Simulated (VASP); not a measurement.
Set up this calculation in VASP 6.6.1, as the native input.

```yaml
Task: electric field gradients
Functional: r2SCAN
Potentials_or_basis: VASP PAW PBE potentials, release 64 (Al)
Cutoff: 520 eV
k_mesh: 18 × 18 × 18
Occupations: fermi-dirac, width 0.08 eV
Spin: no spin polarisation
Dipole_correction: no
Further_INCAR_settings: ALGO = Normal; EDIFF = 1e-08; NBANDS = 8
```

Al:

```xyz
1
Lattice="-1.5912 1.5912 1.5912 1.5912 -1.5912 1.5912 1.5912 1.5912 -1.5912" Properties=species:S:1:pos:R:3 pbc="T T T"
Al    0.0000    0.0000    0.0000
```

These files were run (other wordings do the same):

POSCAR

```
Al
1.0
   -1.5912186900      1.5912186900      1.5912186900
    1.5912186900     -1.5912186900      1.5912186900
    1.5912186900      1.5912186900     -1.5912186900
Al
1
Direct
    0.0000000000      0.0000000000      0.0000000000
```

INCAR.step1

```
SYSTEM = Al
PREC = Accurate
ENCUT = 520
ISMEAR = -1
SIGMA = 0.08
LREAL = .False.
LASPH = .True.
NELM = 100
NBANDS = 8
GGA = PE
ALGO = Normal
EDIFF = 1E-4
LWAVE = .True.
LCHARG = .False.
```

INCAR.step2

```
SYSTEM = Al
PREC = Accurate
ENCUT = 520
EDIFF = 1E-8
ISMEAR = -1
SIGMA = 0.08
LREAL = .False.
LASPH = .True.
NELM = 100
ALGO = Normal
ISIF = 2
LWAVE = .False.
LCHARG = .False.
METAGGA = R2SCAN
LMIXTAU = .True.
LEFG = .True.
NBANDS = 8
ISTART = 1
```

KPOINTS

```
regular mesh
0
Gamma
  18 18 18
  0 0 0
```

Potentials or basis: VASP PAW PBE potentials, release 64 (Al).

Command:

```console
$ cat potpaw_PBE.64/Al/POTCAR > POTCAR
$ cp INCAR.step1 INCAR
$ mpirun -np 1 vasp_std > vasp.out
$ cp INCAR.step2 INCAR
$ mpirun -np 1 vasp_std > vasp.out
```

It gave:

```
Pressure : 0.2 GPa
```

Caveat: without QUAD_EFG the Cq values of the log hold for a quadrupole moment of 1 mb, not for the nuclei; the PAW data sets were made with another functional, which shifts forces and pressure a little.

Run time: 72 s on 1 thread of Intel Xeon 6975P-C, with other jobs on the host, peak memory 0.14 GiB.
